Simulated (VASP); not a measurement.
Set up this calculation in VASP 6.6.1, as the native input.

```yaml
Task: single point
Functional: PBE
Potentials_or_basis: VASP PAW PBE potentials, release 64 (B, As)
Cutoff: 520 eV
k_mesh: 4 × 4 × 6
Occupations: gaussian, width 0.1 eV
Spin: no spin polarisation
Dipole_correction: no
Further_INCAR_settings: ALGO = Normal; EDIFF = 1e-07; NBANDS = 18
```

The structure of B3As2 lies in POSCAR:

```
B3As2
1.0
    2.2843277465     -5.5561410198      0.0000000000
    2.2843277465      5.5561410198      0.0000000000
    0.0000000000      0.0000000000      2.8857231960
B As
3 2
Direct
    0.6909994482      0.6909994482      0.5000000000
    0.3090005518      0.3090005518      0.5000000000
    0.5000000000      0.5000000000      0.0000000000
    0.8579115624      0.1420884376      0.5000000000
    0.1420884376      0.8579115624      0.5000000000
```

These files were run (other wordings do the same):

INCAR

```
SYSTEM = B3As2
ALGO = Normal ; EDIFF = 1E-7
ENCUT = 520 ; GGA = PE
ISIF = 2 ; ISMEAR = 0
LASPH = .TRUE. ; LCHARG = .FALSE.
LREAL = .FALSE. ; LWAVE = .FALSE.
NBANDS = 18 ; NELM = 100
PREC = Accurate ; SIGMA = 0.1
```

KPOINTS

```
k-points
0
G
  4 4 6
  0 0 0
```

Potentials or basis: VASP PAW PBE potentials, release 64 (B, As).

Launch:

```console
$ cat potpaw_PBE.64/B/POTCAR potpaw_PBE.64/As/POTCAR > POTCAR
$ mpirun -np 1 vasp_std > vasp.out
```

It gave:

```
Pressure      : 0.3 GPa
Largest force : 0.043 eV/Å
```

Caveat: the k points lie up to 0.37 Å⁻¹ apart.

Run time: 18 s on 1 thread of Intel(R) Xeon(R) 6975P-C (Granite Rapids) (shared host), peak memory 0.23 GiB.
